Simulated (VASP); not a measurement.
# BW16 in VASP: single point with PBE+D3(BJ)

Aim: the single point of BW16 with PBE+D3(BJ).

All numbers are computed with VASP 6.6.1; they aren't measurements. Logs are shortened: lines on timing, memory, paths and dates and some standing lists are left out, and cuts for length are marked.

## (1) The cell of the first run

The cell holds a slab with vacuum, 17 atoms: a = 6.320 Å, b = 5.473 Å, c = 17.703 Å, α = 90.00°, β = 90.00°, γ = 54.74°.

## (2) Single point, PBE+D3(BJ)

Input file INCAR:

```
ALGO = Normal
EDIFF = 1E-6
ENCUT = 520
GGA = PE
ISIF = 2
ISMEAR = 0
IVDW = 12
LASPH = T
LCHARG = F
LREAL = Auto
LWAVE = F
NBANDS = 128
NELM = 60
PREC = Accurate
SIGMA = 0.05
```

Input file KPOINTS:

```
k-points
0
Gamma
  3 4 1
```

Input file POSCAR:

```
BW16
1.0
    6.3200000000      0.0000000000      0.0000000000
    3.1600000000      4.4689150000      0.0000000000
    0.0000000000      0.0000000000     17.7033720000
W B
16 1
Direct
   -0.2499999441      0.4999998881      0.0564864140
    0.2500000559      0.4999998881      0.0564864140
   -0.2500000000      1.0000000000      0.0564864140
    0.2500000000      1.0000000000      0.0564864140
    0.0000157718     -0.0019514804      0.1799389969
    0.4990736224     -0.0013222449      0.1796610273
   -0.0007913819      0.4987966878      0.1795787266
    0.4996366756      0.4989848766      0.1797973855
   -0.2535325438      0.4975543281      0.3067463645
    0.2527888034      0.4932591020      0.3066794281
   -0.2488886029      0.9929208768      0.3069084240
    0.2436517281      0.9992940121      0.3055468190
   -0.0062987804     -0.0102239582      0.4324581780
    0.4875637084     -0.0035780497      0.4314718687
    0.0069908805      0.4845710872      0.4336569327
    0.4989461791      0.4893196671      0.4303678983
    0.7746263857      0.8200614691      0.5128182360
```

Potentials or basis: VASP PAW PBE potentials, release 64 (W_sv, B).

Run with:

```bash
$ cat potpaw_PBE.64/W_sv/POTCAR potpaw_PBE.64/B/POTCAR > POTCAR
$ mpirun -np 1 vasp_std > vasp.out
```

OUTCAR:

```text
EDIFF = 1E-6
   ENCUT = 520
   GGA = PE
   ISIF = 2
   ISMEAR = 0
   IVDW = 12
   LASPH = T
   LREAL = Auto
   NELM = 60
   PREC = Accurate
 IVDW          = 12

 ion  position               nearest neighbor table
   1  0.750  0.500  0.056-   7 2.69   8 2.70   3 2.74   4 2.74   4 2.74   3 2.74   6 3.12   5 3.13
                             2 3.16   2 3.16
   2  0.250  0.500  0.056-   8 2.69   7 2.70   4 2.74   3 2.74   3 2.74   4 2.74   5 3.12   6 3.13
                             1 3.16   1 3.16
   3  0.750  0.000  0.056-   5 2.69   6 2.70   1 2.74   2 2.74   2 2.74   1 2.74   8 3.12   7 3.13
                             4 3.16   4 3.16
   4  0.250  0.000  0.056-   6 2.69   5 2.70   2 2.74   1 2.74   1 2.74   2 2.74   7 3.12   8 3.13
                             3 3.16   3 3.16
   5  0.000  0.998  0.180-   3 2.69   4 2.70  12 2.71   8 2.73   7 2.74   7 2.74   8 2.74  11 2.75
                             2 3.12   1 3.13   6 3.16   6 3.16   9 3.17  10 3.18
   6  0.499  0.999  0.180-   4 2.69   3 2.70   8 2.73   7 2.74   7 2.74   8 2.74  11 2.75  12 2.75
                             1 3.12   2 3.13  10 3.15   5 3.16   5 3.16   9 3.17
   7  0.999  0.499  0.180-   1 2.69   2 2.70   5 2.74   6 2.74   6 2.74   5 2.74  10 2.75   9 2.76
                             4 3.12   3 3.13  12 3.16  11 3.16   8 3.16   8 3.16
   8  0.500  0.499  0.180-   2 2.69   1 2.70   6 2.73   9 2.73   5 2.73   5 2.74   6 2.74  10 2.75
                             3 3.12   4 3.13  12 3.16   7 3.16   7 3.16  11 3.19
   9  0.746  0.498  0.307-  16 2.71  12 2.72  11 2.73   8 2.73  11 2.75  12 2.75  15 2.76   7 2.76
                            10 3.13  14 3.14   5 3.17   6 3.17  13 3.18  10 3.19
  10  0.253  0.493  0.307-  16 2.68  11 2.73  12 2.74  12 2.74  11 2.74   8 2.75  15 2.75   7 2.75
                            14 3.13   9 3.13  13 3.14   6 3.15   5 3.18   9 3.19
  11  0.751  0.993  0.307-  13 2.69   9 2.73  10 2.73  10 2.74   9 2.75   6 2.75   5 2.75  14 2.76
                            16 3.11  12 3.13   7 3.16  12 3.19   8 3.19  15 3.19
  12  0.244  0.999  0.306-  14 2.71   5 2.71   9 2.72  10 2.74  10 2.74   9 2.75   6 2.75  13 2.76
                            11 3.13  15 3.14   8 3.16   7 3.16  16 3.17  11 3.19
  13  0.994  0.990  0.432-  17 2.51  11 2.69  16 2.72  15 2.72  16 2.76  15 2.76  12 2.76  14 3.14
                            10 3.14  14 3.18   9 3.18
  14  0.488  0.996  0.431-  17 2.07  15 2.64  12 2.71  16 2.73  16 2.74  11 2.76  15 2.83  10 3.13
                             9 3.14  13 3.14  13 3.18
  15  0.007  0.485  0.434-  17 2.09  14 2.64  13 2.72  10 2.75  13 2.76   9 2.76  14 2.83  16 3.12
                            12 3.14  11 3.19  16 3.20
  16  0.499  0.489  0.430-  10 2.68   9 2.71  13 2.72  14 2.73  14 2.74  13 2.76  11 3.11  15 3.12
                            12 3.17  15 3.20
  17  0.775  0.820  0.513-  14 2.07  15 2.09  13 2.51

  LATTYP: Found a base centered orthorhombic cell.
 ALAT       =     6.3200000000
 B/A-ratio  =     1.4142136076
 C/A-ratio  =     2.8011664557

  Lattice vectors:

 A1 = (   3.1600000000,  -4.4689150000,   0.0000000000)
 A2 = (   3.1600000000,   4.4689150000,   0.0000000000)
 A3 = (   0.0000000000,   0.0000000000,  17.7033720000)

Analysis of symmetry for initial positions (statically):
=====================================================================
 Subroutine PRICEL returns:
 Original cell was already a primitive cell.

 Routine SETGRP: Setting up the symmetry group for a
 base centered orthorhombic supercell.

 Subroutine GETGRP returns: Found  1 space group operations
 (whereof  1 operations were pure point group operations)
 out of a pool of  8 trial point group operations.

The static configuration has the point symmetry C_1 .

Analysis of symmetry for dynamics (positions and initial velocities):
=====================================================================
 Subroutine PRICEL returns:
 Original cell was already a primitive cell.

 Routine SETGRP: Setting up the symmetry group for a
 base centered orthorhombic supercell.

 Subroutine GETGRP returns: Found  1 space group operations
 (whereof  1 operations were pure point group operations)
 out of a pool of  8 trial point group operations.

The dynamic configuration has the point symmetry C_1 .

 Subroutine INISYM returns: Found  1 space group operations
 (whereof  1 operations are pure point group operations),
 and found     1 'primitive' translations

----------------------------------------------------------------------------------------

                                     Primitive cell

  volume of cell :     500.0059

  direct lattice vectors                    reciprocal lattice vectors
[... 51 lines left out ...]
 Grid dimensions read from file:
 generate k-points for:    3    4    1

 Generating k-lattice:

  Cartesian coordinates                     Fractional coordinates (reciprocal lattice)
     0.052742616 -0.037294660  0.000000000     0.333333333  0.000000000  0.000000000
     0.000000000  0.055941990  0.000000000     0.000000000  0.250000000  0.000000000
     0.000000000  0.000000000  0.056486414     0.000000000  0.000000000  1.000000000

  Length of vectors
     0.064596248  0.055941990  0.056486414

  Shift w.r.t. Gamma in fractional coordinates (k-lattice)
     0.000000000  0.000000000  0.000000000

 WARNING: IBZKPT: internal override: KBLOWUP is changed to .FALSE.
      ... skipping the blow-up phase ...

 Subroutine IBZKPT returns following result:
 ===========================================

 Found      7 irreducible k-points:

 Following reciprocal coordinates:
            Coordinates               Weight
  0.000000  0.000000  0.000000      1.000000
  0.333333  0.000000  0.000000      2.000000
  0.000000  0.250000  0.000000      2.000000
  0.333333  0.250000  0.000000      2.000000
 -0.333333  0.250000  0.000000      2.000000
  0.000000  0.500000  0.000000      1.000000
  0.333333  0.500000  0.000000      2.000000
   k-points           NKPTS =      7   k-points in BZ     NKDIM =      7   number of bands    NBANDS=    128
   number of dos      NEDOS =    301   number of ions     NIONS =     17
   total plane-waves  NPLWV = 282240
   dimension x,y,z NGX =    48 NGY =   42 NGZ =  140
   dimension x,y,z NGXF=    96 NGYF=   84 NGZF=  280
   ions per type =              16   1
   NGX,Y,Z   is equivalent  to a cutoff of  12.63, 12.76, 13.15 a.u.
   NGXF,Y,Z  is equivalent  to a cutoff of  25.25, 25.51, 26.29 a.u.
 SYSTEM =  unknown system
   PREC   = accura    normal or accurate (medium, high low for compatibility)
   ISTART =      0    job   : 0-new  1-cont  2-samecut
   ICHARG =      2    charge: 1-file 2-atom 10-const
   ISPIN  =      1    spin polarized calculation?
   LNONCOLLINEAR =      F non collinear calculations
   LSORBIT =      F    spin-orbit coupling
   LASPH  =      T    aspherical Exc in radial PAW
   ENCUT  =  520.0 eV  38.22 Ry    6.18 a.u.  11.75 10.18 32.92*2*pi/ulx,y,z
   NELM   =     60;   NELMIN=  2; NELMDL= -5     # of ELM steps
   EDIFF  = 0.1E-05   stopping-criterion for ELM
   LREAL  =      T    real-space projection
   EDIFFG = 0.1E-04   stopping-criterion for IOM
   NSW    =      0    number of steps for IOM
[... 5 lines left out ...]
   TEBEG  =    0.0;   TEEND  =   0.0 temperature during run
   PSTRESS=    0.0 pullay stress
   NELECT =     227.0000    total number of electrons
   NUPDOWN=      -1.0000    fix difference up-down
   EMIN   =  10.00;   EMAX   =-10.00  energy-range for DOS
   EFERMI =   0.00;   METHOD = LEGACY
   ISMEAR =     0;   SIGMA  =   0.05  broadening in eV -4-tet -1-fermi 0-gaus
   EFERMI_NEDOS =   21; number of points for ismear=-14 and -15
   IALGO  =     38    algorithm
   IMIX   =      4    mixing-type and parameters
     AMIX     =   0.40;   BMIX     =  1.00
     AMIX_MAG =   1.60;   BMIX_MAG =  1.00
  volume/ion in A,a.u.               =      29.41       198.48
  Fermi-wavevector in a.u.,A,eV,Ry     =   1.258225  2.377701 21.539802  1.583131
  Thomas-Fermi vector in A             =   2.391845
   LORBIT       =      0    0 simple, 1 ext, 2 COOP (PROOUT), +10 PAW based schemes
   GGA     = PE    functional components
   LHFCALC =     F    Hartree Fock is set to
   AEXX    =    0.0000 exact exchange contribution
   IVDW    =    12    specifies the selected vdW correction
   LEPSILON=     F    determine dielectric tensor
   LRPA    =     F    only Hartree local field effects (RPA)
 non-spin polarized calculation
 Gauss-broadening in eV      SIGMA  =   0.05
  energy-cutoff  :      520.00
  volume of cell :      500.01
 maximum number of plane-waves:     13480
   NGX = 23   NGY = 21   NGZ = 65

 number of electron     227.0000009 magnetization

 Free energy of the ion-electron system (eV)
  ---------------------------------------------------
  ext. energy  EPLUGINS =         0.00000000
  ---------------------------------------------------
  free energy    TOTEN  =      -201.87075062 eV

  energy without entropy =     -201.85867782  energy(sigma->0) =     -201.86471422

 E-fermi :   3.5301     XC(G=0):  -8.2313

 val. band max:        3.5181333774   @ k =   0.0000   0.5000   0.0000
 cond. band min:       3.5402962709   @ k =   0.3333   0.0000   0.0000
 fundamental gap:      0.0221628935
 Fermi energy:         3.5301297219

 k-point     1 :       0.0000    0.0000    0.0000
  band No.  band energies     occupation
      1     -70.6148      2.00000
      2     -70.5673      2.00000
      3     -70.5209      2.00000
      4     -70.5174      2.00000
      5     -70.5103      2.00000
      6     -70.4857      2.00000
[... 885 lines left out ...]
    124       4.6321      0.00000
    125       4.8021      0.00000
 [bands above 125 left out]

------------------------ aborting loop because EDIFF is reached ----------------------------------------

 Edisp (eV)   -8.30607

 E8    (eV) :    -4.3605

  FORCE on cell =-STRESS in cart. coord.  units (eV):
  Direction    XX          YY          ZZ          XY          YZ          ZX
  --------------------------------------------------------------------------------------
  -------------------------------------------------------------------------------------
  Total     -15.34895    -8.80462    -0.74170    -1.19109     2.19949     2.78216
  in kB     -49.18289   -28.21279    -2.37663    -3.81664     7.04785     8.91491
  external pressure =      -26.59 kB  Pullay stress =        0.00 kB

 VOLUME and BASIS-vectors are now :
 -----------------------------------------------------------------------------
  energy-cutoff  :      520.00
  volume of cell :      500.01
      direct lattice vectors                 reciprocal lattice vectors
     6.320000000  0.000000000  0.000000000     0.158227848 -0.111883981  0.000000000
     3.160000000  4.468915000  0.000000000     0.000000000  0.223767962  0.000000000
     0.000000000  0.000000000 17.703372000     0.000000000  0.000000000  0.056486414

 POSITION                                       TOTAL-FORCE (eV/Angst)
 -----------------------------------------------------------------------------------
      6.32000      2.23446      1.00000         0.005611     -0.064714      0.041362
      3.16000      2.23446      1.00000        -0.028110      0.055479     -0.064588
      4.74000      0.00000      1.00000        -0.060831      0.000671     -0.033234
      1.58000      0.00000      1.00000        -0.028420     -0.070671      0.007196
      3.15393      4.46019      3.18553        -0.017355     -0.014063      0.007149
      6.30997      4.46301      3.18061        -0.025607     -0.017754      0.009951
[... 9 lines left out ...]
      4.69959      2.18673      7.61896        -0.113709     -0.114837      0.001120
      7.48703      3.66479      9.07861         0.876550      0.718903     -0.161899
 -----------------------------------------------------------------------------------
    total drift:                               -0.002740      0.005529      0.007687

  FREE ENERGIE OF THE ION-ELECTRON SYSTEM (eV)
  ---------------------------------------------------
  free  energy   TOTEN  =      -210.1768239297 eV

  energy  without entropy=     -210.1647511333  energy(sigma->0) =     -210.17078753
```

Run time: 21 min. Hardware: 1 thread of Intel Xeon Platinum 8375C at 2.90GHz (Ice Lake), shared host; peak memory 0.72 GiB.

Results:

* Free energy: -210.1768 eV
* Largest force: 1.145 eV/Å
* Band gap on the k mesh: zero (an odd number of electrons rules out a gap without spin polarisation)
* Dispersion energy per atom: -0.489 eV

Forces on the atoms (eV/Å):
```
W    0.006 -0.065  0.041
W   -0.028  0.055 -0.065
W   -0.061  0.001 -0.033
W   -0.028 -0.071  0.007
W   -0.017 -0.014  0.007
W   -0.026 -0.018  0.010
W   -0.016 -0.010  0.010
W   -0.011 -0.016  0.005
W   -0.035 -0.053  0.011
W   -0.070 -0.031  0.030
W   -0.064 -0.045  0.014
W   -0.041 -0.042 -0.010
W   -0.135 -0.102  0.080
W   -0.115 -0.101 -0.022
W   -0.121 -0.092  0.075
W   -0.114 -0.115  0.001
B    0.877  0.719 -0.162
```

Caveat: there is no dipole correction, which matters where the two faces differ; spin-orbit coupling is left out, which moves the levels of the heavy elements.

The gap in the log of VASP goes by the Fermi energy; the results here count the filled bands.